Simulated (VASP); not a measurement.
Wanted: the native input for a VASP 6.6.1 run.

```
Task                   : single point
Functional             : r2SCAN
Potentials or basis    : VASP PAW PBE potentials, release 64 (Ti_sv, O)
Cutoff                 : 520 eV
k mesh                 : 18 × 18 × 8
Occupations            : methfessel-paxton, width 0.02 eV
Spin                   : no spin polarisation
Dipole correction      : no
Further INCAR settings : ALGO = Normal; EDIFF = 1e-07; NBANDS = 26
```

Crystal: TiO.

```
Ti O
1.0
     2.85161    0.00000    0.00000
    -1.42580    2.46956    0.00000
     0.00000    0.00000    5.56750
Ti O
2 2
Direct
  0.33333 0.66667 0.25000
  0.66667 0.33333 0.75000
  0.00000 0.00000 0.00000
  0.00000 0.00000 0.50000
```

One way to write it, as run:

POSCAR

```
TiO
1.0
    2.8516080131      0.0000000000      0.0000000000
   -1.4258040066      2.4695649810      0.0000000000
    0.0000000000      0.0000000000      5.5675030000
Ti O
2 2
Direct
    0.3333333333      0.6666666667      0.2500000000
    0.6666666667      0.3333333333      0.7500000000
    0.0000000000      0.0000000000      0.0000000000
    0.0000000000      0.0000000000      0.5000000000
```

INCAR.step1

```
PREC     = Accurate       # precision mode
ENCUT    = 520            # plane-wave cutoff, eV
ISMEAR   = 1              # smearing method
SIGMA    = 0.02           # smearing width, eV
LREAL    = False          # projectors in reciprocal space
LASPH    = True           # aspherical terms in the spheres
NELM     = 80             # most SCF steps
NBANDS   = 26             # bands
GGA      = PE             # functional
ALGO     = Normal         # electronic algorithm
EDIFF    = 1E-4           # SCF threshold, eV
LWAVE    = True           # write WAVECAR
LCHARG   = False          # write CHGCAR
```

INCAR.step2

```
PREC     = Accurate       # precision mode
ENCUT    = 520            # plane-wave cutoff, eV
EDIFF    = 1E-7           # SCF threshold, eV
ISMEAR   = 1              # smearing method
SIGMA    = 0.02           # smearing width, eV
LREAL    = False          # projectors in reciprocal space
LASPH    = True           # aspherical terms in the spheres
NELM     = 80             # most SCF steps
ALGO     = Normal         # electronic algorithm
ISIF     = 2              # what is computed and relaxed
LWAVE    = False          # write WAVECAR
LCHARG   = False          # write CHGCAR
METAGGA  = R2SCAN         # meta-GGA
LMIXTAU  = True         
NBANDS   = 26             # bands
ISTART   = 1
```

KPOINTS

```
Automatic mesh
0
Gamma
  18 18 8
```

Potentials or basis: VASP PAW PBE potentials, release 64 (Ti_sv, O).

Command:

```sh
$ cat potpaw_PBE.64/Ti_sv/POTCAR potpaw_PBE.64/O/POTCAR > POTCAR
$ cp INCAR.step1 INCAR
$ mpirun -np 1 vasp_std > vasp.out
$ cp INCAR.step2 INCAR
$ mpirun -np 1 vasp_std > vasp.out
```

It gave:

```yaml
Pressure: -3.6 GPa
Band_gap_on_the_k_mesh: zero (bands 18 and 19 overlap by 0.04 eV)
```

Caveat: the cell stands under tension; the PAW data sets were made with another functional, which shifts forces and pressure a little; semilocal functionals often make such compounds metallic where correlation or magnetic order opens a gap, which also shifts bond lengths.

It took 7.3 min on 1 thread of AMD EPYC 9R45 96-Core Processor (Zen 5), with other jobs on the host, peak memory 0.26 GiB.
